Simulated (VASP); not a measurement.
# Mo (Im-3m) in VASP: a series of runs

The runs below take Mo through single point, with PBE.

Program: VASP 6.6.1. These are calculated values, not measurements. Logs are shortened: lines on timing, memory, paths and dates and some standing lists are left out, and cuts for length are marked.

## (1) The cell of the first run

The structure is cubic, space group Im-3m (No. 229). Conventional cell: a = 2.590 Å, b = 2.590 Å, c = 2.590 Å, α = 90.00°, β = 90.00°, γ = 90.00°. Mo (site symmetry m-3m) has 14 Mo at 2.24 to 2.59 Å within 3.0 Å.

## (2) Single point, PBE (8.69 Å³/atom)

Contents of INCAR:

```
ALGO = Normal
EDIFF = 1E-6
ENCUT = 520
GGA = PE
ISIF = 2
ISMEAR = -1
LASPH = T
LCHARG = T
LELF = T
LREAL = F
LVHAR = T
LWAVE = F
NBANDS = 13
NELM = 60
PREC = Accurate
SIGMA = 0.08
```

Contents of KPOINTS:

```
k-points
0
Gamma
  17 17 17
```

Contents of POSCAR:

```
Mo
1.0
   -1.2950639207      1.2950639207      1.2950639207
    1.2950639207     -1.2950639207      1.2950639207
    1.2950639207      1.2950639207     -1.2950639207
Mo
1
Direct
    0.0000000000      0.0000000000      0.0000000000
```

Potentials or basis: VASP PAW PBE potentials, release 64 (Mo_sv).

Started as:

```bash
$ cat potpaw_PBE.64/Mo_sv/POTCAR > POTCAR
$ mpirun -np 1 vasp_std > vasp.out
```

OUTCAR:

```text
EDIFF = 1E-6
   ENCUT = 520
   GGA = PE
   ISIF = 2
   ISMEAR = -1
   LASPH = T
   LREAL = F
   NELM = 60
   PREC = Accurate

 ion  position               nearest neighbor table
   1  0.000  0.000  0.000-

  LATTYP: Found a body centered cubic cell.
 ALAT       =     2.5901278414

  Lattice vectors:

 A1 = (  -1.2950639207,   1.2950639207,   1.2950639207)
 A2 = (   1.2950639207,  -1.2950639207,   1.2950639207)
 A3 = (   1.2950639207,   1.2950639207,  -1.2950639207)

Analysis of symmetry for initial positions (statically):
=====================================================================
 Subroutine PRICEL returns:
 Original cell was already a primitive cell.

 Routine SETGRP: Setting up the symmetry group for a
 body centered cubic supercell.

 Subroutine GETGRP returns: Found 48 space group operations
 (whereof 48 operations were pure point group operations)
 out of a pool of 48 trial point group operations.

The static configuration has the point symmetry O_h .

Analysis of symmetry for dynamics (positions and initial velocities):
=====================================================================
 Subroutine PRICEL returns:
 Original cell was already a primitive cell.

 Routine SETGRP: Setting up the symmetry group for a
 body centered cubic supercell.

 Subroutine GETGRP returns: Found 48 space group operations
 (whereof 48 operations were pure point group operations)
 out of a pool of 48 trial point group operations.

The dynamic configuration has the point symmetry O_h .

 Subroutine INISYM returns: Found 48 space group operations
 (whereof 48 operations are pure point group operations),
 and found     1 'primitive' translations

----------------------------------------------------------------------------------------

                                     Primitive cell

  volume of cell :       8.6883

  direct lattice vectors                    reciprocal lattice vectors
    -1.295063921  1.295063921  1.295063921     0.000000000  0.386081329  0.386081329
     1.295063921 -1.295063921  1.295063921     0.386081329  0.000000000  0.386081329
     1.295063921  1.295063921 -1.295063921     0.386081329  0.386081329  0.000000000

  length of vectors
     2.243116510  2.243116510  2.243116510     0.546001452  0.546001452  0.546001452

  position of ions in fractional coordinates (direct lattice)
     0.000000000  0.000000000  0.000000000

  ion indices of the primitive-cell ions
[... 80 lines left out ...]
   ISIF   =      2    stress and relaxation
   ISYM   =      2    0-nonsym 1-usesym 2-fastsym
   POTIM  = 0.5000    time-step for ionic-motion
   TEBEG  =    0.0;   TEEND  =   0.0 temperature during run
   PSTRESS=    0.0 pullay stress
   NELECT =      14.0000    total number of electrons
   NUPDOWN=      -1.0000    fix difference up-down
   EMIN   =  10.00;   EMAX   =-10.00  energy-range for DOS
   EFERMI =   0.00;   METHOD = LEGACY
   ISMEAR =    -1;   SIGMA  =   0.08  broadening in eV -4-tet -1-fermi 0-gaus
   EFERMI_NEDOS =   21; number of points for ismear=-14 and -15
   IALGO  =     38    algorithm
   IMIX   =      4    mixing-type and parameters
     AMIX     =   0.40;   BMIX     =  1.00
     AMIX_MAG =   1.60;   BMIX_MAG =  1.00
  volume/ion in A,a.u.               =       8.69        58.63
  Fermi-wavevector in a.u.,A,eV,Ry     =   1.919286  3.626924 50.119207  3.683658
  Thomas-Fermi vector in A             =   2.954090
   LORBIT       =      0    0 simple, 1 ext, 2 COOP (PROOUT), +10 PAW based schemes
   GGA     = PE    functional components
   LHFCALC =     F    Hartree Fock is set to
   AEXX    =    0.0000 exact exchange contribution
   IVDW    =     0    specifies the selected vdW correction
   LEPSILON=     F    determine dielectric tensor
   LRPA    =     F    only Hartree local field effects (RPA)
 non-spin polarized calculation
  energy-cutoff  :      520.00
  volume of cell :        8.69
 maximum number of plane-waves:       242
 NGX is ok and might be reduce to    18
   NGX =  9   NGY =  9   NGZ =  9

 number of electron      14.0000003 magnetization

 Free energy of the ion-electron system (eV)
  ---------------------------------------------------
  ext. energy  EPLUGINS =         0.00000000
  ---------------------------------------------------
  free energy    TOTEN  =        -3.97505514 eV

  energy without entropy =       -3.95735390  energy(sigma->0) =       -3.96620452

 E-fermi :  24.9631     XC(G=0): -17.0304

 val. band max:       24.9326130826   @ k =  -0.4118   0.4706   0.1765
 cond. band min:      24.9695159187   @ k =   0.2941   0.1765   0.0588
 fundamental gap:      0.0369028361
 Fermi energy:        24.9631404810

 k-point     1 :       0.0000    0.0000    0.0000
  band No.  band energies     occupation
      1     -38.7337      2.00000
      2      -8.2210      2.00000
      3      -8.2210      2.00000
      4      -8.2210      2.00000
      5      17.6188      2.00000
      6      21.3222      2.00000
      7      21.3222      2.00000
      8      21.3222      2.00000
      9      27.0774      0.00000
     10      27.0774      0.00000
     11      39.2894      0.00000
     12      39.2894      0.00000
     13      39.2894      0.00000
[... 354 lines left out ...]
  band No.  band energies     occupation
      1     -37.3431      2.00000
      2     -12.8015      2.00000
      3      -9.9078      2.00000
      4      -8.7819      2.00000
      5      17.8044      2.00000
      6      19.0833      2.00000
      7      22.5646      2.00000
      8      25.2163      0.08101
      9      28.9518      0.00000
     10      31.0648      0.00000
     11      44.0137      0.00000
     12      44.4520      0.00000
     13      49.9428      0.00000

 [... further k-points ...]

------------------------ aborting loop because EDIFF is reached ----------------------------------------

  FORCE on cell =-STRESS in cart. coord.  units (eV):
  Direction    XX          YY          ZZ          XY          YZ          ZX
  --------------------------------------------------------------------------------------
  -------------------------------------------------------------------------------------
  Total       27.6403771     27.6403771     27.6403771     -0.0000000      0.0000000     -0.0000000
  in kB     5097.0740297   5097.0740297   5097.0740297     -0.0000000      0.0000000     -0.0000000
  external PRESSURE =    5097.0740297 kB  Pullay stress =       0.0000000 kB

 VOLUME and BASIS-vectors are now :
 -----------------------------------------------------------------------------
  energy-cutoff  :      520.00
  volume of cell :        8.69
      direct lattice vectors                 reciprocal lattice vectors
    -1.295063921  1.295063921  1.295063921     0.000000000  0.386081329  0.386081329
     1.295063921 -1.295063921  1.295063921     0.386081329  0.000000000  0.386081329
     1.295063921  1.295063921 -1.295063921     0.386081329  0.386081329  0.000000000

 POSITION                                       TOTAL-FORCE (eV/Angst)
 -----------------------------------------------------------------------------------
      0.00000      0.00000      0.00000         0.000000     -0.000000      0.000000
 -----------------------------------------------------------------------------------
    total drift:                                0.000000     -0.000000      0.000000

  FREE ENERGIE OF THE ION-ELECTRON SYSTEM (eV)
  ---------------------------------------------------
  free  energy   TOTEN  =        -3.9750551444 eV

  energy  without entropy=       -3.9573538999  energy(sigma->0) =       -3.96620452
```

OSZICAR:

```text
N       E                     dE             d eps       ncg     rms          rms(c)
DAV:   1     0.964714904615E+02    0.96471E+02   -0.81767E+03  4404   0.118E+03
DAV:   2    -0.334511037536E+01   -0.99817E+02   -0.95854E+02  4840   0.330E+02
DAV:   3    -0.425863879034E+01   -0.91353E+00   -0.91183E+00  4915   0.312E+01
DAV:   4    -0.426000106718E+01   -0.13623E-02   -0.13623E-02  4855   0.141E+00
DAV:   5    -0.426000531908E+01   -0.42519E-05   -0.42547E-05  4945   0.720E-02    0.583E+01
DAV:   6    -0.405065699178E+01    0.20935E+00   -0.10368E-01  4525   0.445E+00    0.314E+01
DAV:   7    -0.397672175783E+01    0.73935E-01   -0.80779E-02  4575   0.382E+00    0.121E+00
DAV:   8    -0.397503641838E+01    0.16853E-02   -0.62686E-03  4405   0.109E+00    0.915E-02
DAV:   9    -0.397504884016E+01   -0.12422E-04   -0.22104E-05  5165   0.588E-02    0.172E-02
DAV:  10    -0.397505489592E+01   -0.60558E-05   -0.35605E-06  4530   0.242E-02    0.608E-03
DAV:  11    -0.397505514436E+01   -0.24843E-06   -0.23628E-07  2415   0.673E-03
   1 F= -.39750551E+01 E0= -.39662045E+01  d E =-.177012E-01
```

stdout:

```text
POSCAR found type information on POSCAR Mo
 POSCAR found :  1 types and       1 ions
 scaLAPACK will be used
 LDA part: xc-table for (Slater+PW92), standard interpolation
 POSCAR, INCAR and KPOINTS ok, starting setup
 FFT: planning ... GRIDC
 FFT: planning ... GRID_SOFT
 FFT: planning ... GRID
 WAVECAR not read
 entering main loop
```

Run time: 12 s. Hardware: 1 thread of AMD EPYC 9R14 (Zen 4), shared host; peak memory 0.1 GiB.

Results:

```yaml
Free_energy: -3.9751 eV
Pressure: 509.7 GPa
Band_gap_on_the_k_mesh: zero (bands 7 and 8 overlap by 11.18 eV)
```

Caveat: the cell stands under pressure.

## (3) Single point, PBE (8.69 Å³/atom)

Contents of INCAR:

```
SYSTEM = Mo
ALGO     = Normal         ! electronic algorithm
EDIFF    = 1E-6           ! SCF threshold, eV
ENCUT    = 520            ! plane-wave cutoff, eV
GGA      = PE             ! functional
ISIF     = 2              ! what is computed and relaxed
ISMEAR   = -1             ! smearing method
LASPH    = .True.         ! aspherical terms in the spheres
LCHARG   = .False.        ! write CHGCAR
LREAL    = .False.        ! projectors in reciprocal space
LWAVE    = .False.        ! write WAVECAR
NBANDS   = 13             ! bands
NELM     = 100            ! most SCF steps
PREC     = Accurate       ! precision mode
SIGMA    = 0.08           ! smearing width, eV
```

Contents of KPOINTS:

```
k-points
0
Gamma
  17 17 17
  0 0 0
```

POSCAR is that of step 2.

Potentials or basis: VASP PAW PBE potentials, release 64 (Mo_sv).

Started as:

```bash
$ cat potpaw_PBE.64/Mo_sv/POTCAR > POTCAR
$ mpirun -np 1 vasp_std > vasp.out
```

OUTCAR:

```text
SYSTEM = Mo
   EDIFF = 1E-6
   ENCUT = 520
   GGA = PE
   ISIF = 2
   ISMEAR = -1
   LASPH = .True.
   LREAL = .False.
   NELM = 100
   PREC = Accurate

 ion  position               nearest neighbor table
   1  0.000  0.000  0.000-

  LATTYP: Found a body centered cubic cell.
 ALAT       =     2.5901278414

  Lattice vectors:

 A1 = (  -1.2950639207,   1.2950639207,   1.2950639207)
 A2 = (   1.2950639207,  -1.2950639207,   1.2950639207)
[... 563 lines left out ...]
     13      49.9428      0.00000

 [... further k-points ...]

------------------------ aborting loop because EDIFF is reached ----------------------------------------

  FORCE on cell =-STRESS in cart. coord.  units (eV):
  Direction    XX          YY          ZZ          XY          YZ          ZX
  --------------------------------------------------------------------------------------
  -------------------------------------------------------------------------------------
  Total       27.6403771     27.6403771     27.6403771     -0.0000000      0.0000000     -0.0000000
  in kB     5097.0740297   5097.0740297   5097.0740297     -0.0000000      0.0000000     -0.0000000
  external PRESSURE =    5097.0740297 kB  Pullay stress =       0.0000000 kB

 VOLUME and BASIS-vectors are now :
 -----------------------------------------------------------------------------
  energy-cutoff  :      520.00
  volume of cell :        8.69
      direct lattice vectors                 reciprocal lattice vectors
    -1.295063921  1.295063921  1.295063921     0.000000000  0.386081329  0.386081329
     1.295063921 -1.295063921  1.295063921     0.386081329  0.000000000  0.386081329
     1.295063921  1.295063921 -1.295063921     0.386081329  0.386081329  0.000000000

 POSITION                                       TOTAL-FORCE (eV/Angst)
 -----------------------------------------------------------------------------------
      0.00000      0.00000      0.00000         0.000000     -0.000000      0.000000
 -----------------------------------------------------------------------------------
    total drift:                                0.000000     -0.000000      0.000000

  FREE ENERGIE OF THE ION-ELECTRON SYSTEM (eV)
  ---------------------------------------------------
  free  energy   TOTEN  =        -3.9750551444 eV

  energy  without entropy=       -3.9573538999  energy(sigma->0) =       -3.96620452
```

stdout:

```text
POSCAR found type information on POSCAR Mo
 POSCAR found :  1 types and       1 ions
 scaLAPACK will be used
 LDA part: xc-table for (Slater+PW92), standard interpolation
 POSCAR, INCAR and KPOINTS ok, starting setup
 FFT: planning ... GRIDC
 FFT: planning ... GRID_SOFT
 FFT: planning ... GRID
 WAVECAR not read
 entering main loop
```

It took 12 s on 1 thread of AMD EPYC 9R14 (Zen 4), shared host; peak memory 0.1 GiB.

What came out:

```
Free energy            : -3.9751 eV
Pressure               : 509.7 GPa
Band gap on the k mesh : zero (bands 7 and 8 overlap by 11.18 eV)
```

Levels at points of the mesh, in eV from the Fermi level:
```
           k point  band 4  band 5  band 6  band 7  band 8  band 9  band 10  band 11
(0.00, 0.00, 0.00)  -33.18   -7.34   -3.64   -3.64   -3.64    2.11     2.11    14.33
```

Caveat: the cell stands under pressure.

## (4) Single point, PBE (10.27 Å³/atom)

This run uses another cell than the first one, of 10.27 Å³/atom.

Contents of INCAR:

```
ALGO = Normal
EDIFF = 1E-6
ENCUT = 520
GGA = PE
ISIF = 2
ISMEAR = -1
LASPH = True
LCHARG = False
LREAL = False
LWAVE = False
NBANDS = 13
NELM = 100
PREC = Accurate
SIGMA = 0.08
```

Contents of KPOINTS:

```
k-points
0
Gamma
  17 17 17
```

Contents of POSCAR:

```
Mo
1.0
   -1.3692248112      1.3692248112      1.3692248112
    1.3692248112     -1.3692248112      1.3692248112
    1.3692248112      1.3692248112     -1.3692248112
Mo
1
Direct
    0.0000000000      0.0000000000      0.0000000000
```

Started as:

```bash
$ cat potpaw_PBE.64/Mo_sv/POTCAR > POTCAR
$ mpirun -np 1 vasp_std > vasp.out
```

It took 12 s on 1 thread of AMD EPYC 9R14 (Zen 4), shared host; peak memory 0.1 GiB.

It converged, with:

```
Free energy            : -7.6882 eV
Pressure               : 269.2 GPa
Band gap on the k mesh : zero (bands 7 and 8 overlap by 9.04 eV)
```

Levels at points of the mesh, in eV from the Fermi level:
```
           k point  band 5  band 6  band 7  band 8  band 9  band 10
(0.00, 0.00, 0.00)   -7.91   -2.76   -2.76   -2.76    2.12     2.12
```

Caveat: the cell stands under pressure.

## (5) Single point, PBE (10.27 Å³/atom)

This run uses another cell than the first one, of 10.27 Å³/atom.

Contents of INCAR:

```
SYSTEM = Mo
ALGO     = Normal         ! electronic algorithm
EDIFF    = 1E-7           ! SCF threshold, eV
ENCUT    = 520            ! plane-wave cutoff, eV
GGA      = PE             ! functional
ISIF     = 2              ! what is computed and relaxed
ISMEAR   = -1             ! smearing method
LASPH    = .TRUE.         ! aspherical terms in the spheres
LCHARG   = .FALSE.        ! write CHGCAR
LREAL    = .FALSE.        ! projectors in reciprocal space
LWAVE    = .FALSE.        ! write WAVECAR
NBANDS   = 13             ! bands
NELM     = 60             ! most SCF steps
PREC     = Accurate       ! precision mode
SIGMA    = 0.08           ! smearing width, eV
```

Contents of KPOINTS:

```
k-points
0
G
  17 17 17
  0 0 0
```

POSCAR is that of step 4.

Potentials or basis: VASP PAW PBE potentials, release 64 (Mo_sv).

Started as:

```bash
$ cat potpaw_PBE.64/Mo_sv/POTCAR > POTCAR
$ mpirun -np 1 vasp_std > vasp.out
```

OUTCAR:

```text
SYSTEM = Mo
   EDIFF = 1E-7
   ENCUT = 520
   GGA = PE
   ISIF = 2
   ISMEAR = -1
   LASPH = .TRUE.
   LREAL = .FALSE.
   NELM = 60
   PREC = Accurate

 ion  position               nearest neighbor table
   1  0.000  0.000  0.000-

  LATTYP: Found a body centered cubic cell.
 ALAT       =     2.7384496224

  Lattice vectors:

 A1 = (  -1.3692248112,   1.3692248112,   1.3692248112)
 A2 = (   1.3692248112,  -1.3692248112,   1.3692248112)
[... 563 lines left out ...]
     13      43.5298      0.00000

 [... further k-points ...]

------------------------ aborting loop because EDIFF is reached ----------------------------------------

  FORCE on cell =-STRESS in cart. coord.  units (eV):
  Direction    XX          YY          ZZ          XY          YZ          ZX
  --------------------------------------------------------------------------------------
  -------------------------------------------------------------------------------------
  Total       17.2517946     17.2517946     17.2517946      0.0000000      0.0000000      0.0000000
  in kB     2691.9103336   2691.9103336   2691.9103336      0.0000000      0.0000000      0.0000000
  external PRESSURE =    2691.9103336 kB  Pullay stress =       0.0000000 kB

 VOLUME and BASIS-vectors are now :
 -----------------------------------------------------------------------------
  energy-cutoff  :      520.00
  volume of cell :       10.27
      direct lattice vectors                 reciprocal lattice vectors
    -1.369224811  1.369224811  1.369224811     0.000000000  0.365170128  0.365170128
     1.369224811 -1.369224811  1.369224811     0.365170128  0.000000000  0.365170128
     1.369224811  1.369224811 -1.369224811     0.365170128  0.365170128  0.000000000

 POSITION                                       TOTAL-FORCE (eV/Angst)
 -----------------------------------------------------------------------------------
      0.00000      0.00000      0.00000         0.000000     -0.000000      0.000000
 -----------------------------------------------------------------------------------
    total drift:                                0.000000     -0.000000      0.000000

  FREE ENERGIE OF THE ION-ELECTRON SYSTEM (eV)
  ---------------------------------------------------
  free  energy   TOTEN  =        -7.6882152494 eV

  energy  without entropy=       -7.6732200689  energy(sigma->0) =       -7.68071766
```

Run time: 13 s. Hardware: 1 thread of AMD EPYC 9R14 (Zen 4), shared host; peak memory 0.1 GiB.

What came out:

```
Free energy            : -7.6882 eV
Pressure               : 269.2 GPa
Band gap on the k mesh : zero (bands 7 and 8 overlap by 9.04 eV)
```

Caveat: the cell stands under pressure.

## (6) Single point, PBE (11.85 Å³/atom)

This run uses another cell than the first one, of 11.85 Å³/atom.

Contents of INCAR:

```
ALGO = Normal ; EDIFF = 1E-6
ENCUT = 520 ; GGA = PE
ISIF = 2 ; ISMEAR = -1
LASPH = T ; LCHARG = F
LREAL = F ; LWAVE = F
NBANDS = 13 ; NELM = 100
PREC = Accurate ; SIGMA = 0.08
```

Contents of KPOINTS:

```
k-points
0
Gamma
  17 17 17
```

Contents of POSCAR:

```
Mo
1.0
   -1.4361199958      1.4361199958      1.4361199958
    1.4361199958     -1.4361199958      1.4361199958
    1.4361199958      1.4361199958     -1.4361199958
Mo
1
Direct
    0.0000000000      0.0000000000      0.0000000000
```

Potentials or basis: VASP PAW PBE potentials, release 64 (Mo_sv).

Started as:

```bash
$ cat potpaw_PBE.64/Mo_sv/POTCAR > POTCAR
$ mpirun -np 1 vasp_std > vasp.out
```

Run time: 12 s. Hardware: 1 thread of AMD EPYC 9R14 (Zen 4), shared host; peak memory 0.1 GiB.

It converged, with:

- Free energy: -9.6221 eV
- Pressure: 135.5 GPa
- Band gap on the k mesh: zero (bands 7 and 8 overlap by 7.49 eV)

Levels at points of the mesh, in eV from the Fermi level:
```csv
k point,band 4,band 5,band 6,band 7,band 8,band 9,band 10,band 11
"(0.00, 0.00, 0.00)",-34.00,-7.98,-2.21,-2.21,-2.21,1.97,1.97,14.89
```

Caveat: the cell stands under pressure.

## (7) Overview

```csv
cell,gap on the mesh (eV),pressure (GPa)
"a = 2.243 Å, angles 109.5°, 1 atom",none,509.7
"a = 2.372 Å, angles 109.5°, 1 atom",none,269.2
"a = 2.487 Å, angles 109.5°, 1 atom",none,135.5
```

Alike in all rows: task single point; level PBE; potentials or basis VASP PAW PBE potentials, release 64 (Mo_sv); no spin polarisation; k mesh 17 × 17 × 17; cutoff (eV) 520; smearing fermi-dirac 0.08 eV.

Caveats: the cell stands under pressure.

Absolute energies hang on the potentials; compare differences alone.
